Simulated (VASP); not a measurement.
A run of VASP 6.6.1 is set up as follows.

INCAR

```
PREC     = Accurate       # precision mode
ENCUT    = 520            # plane-wave cutoff, eV
EDIFF    = 1E-6           # SCF threshold, eV
ISMEAR   = -1             # smearing method
SIGMA    = 0.0429         # smearing width, eV
LREAL    = F              # projectors in reciprocal space
LASPH    = T              # aspherical terms in the spheres
NELM     = 80             # most SCF steps
ALGO     = Normal         # electronic algorithm
ISIF     = 2              # what is computed and relaxed
LWAVE    = F              # write WAVECAR
LCHARG   = T              # write CHGCAR
GGA      = PE             # functional
LELF     = T              # ELF
LVHAR    = T            
NBANDS   = 19             # bands
```

File KPOINTS:

```
regular mesh
0
Gamma
  5 5 3
```

File POSCAR:

```
MgAl2Cl2
1.0
    3.5468253554      0.0000002546      0.0000000000
   -1.7734128982      3.0716407332      0.0000000000
    0.0000000000      0.0000000000     12.9821804544
Al Cl Mg
2 2 1
Direct
    0.3333333333      0.6666666667      0.5681479027
    0.6666666667      0.3333333333      0.4318520973
    0.3333333333      0.6666666667      0.8906879358
    0.6666666667      0.3333333333      0.1093120642
    0.0000000000      0.0000000000      0.0000000000
```

Potentials or basis: VASP PAW PBE potentials, release 64 (Al, Cl, Mg).

The run is started by

```console
$ cat potpaw_PBE.64/Al/POTCAR potpaw_PBE.64/Cl/POTCAR potpaw_PBE.64/Mg/POTCAR > POTCAR
$ mpirun -np 1 vasp_std > vasp.out
```

Task: Predict the pressure.

Result: -0.1 GPa.

Task: What does it give for the band gap on the k mesh?

Result: Zero (band 11 reaches 3.28 eV, above the bottom of band 12 at 2.83 eV).

Stress tensor (GPa, compression positive):
```
-0.13  0.00  0.00
 0.00 -0.13  0.00
 0.00  0.00 -0.05
```

Caveat: the k points lie up to 0.41 Å⁻¹ apart.
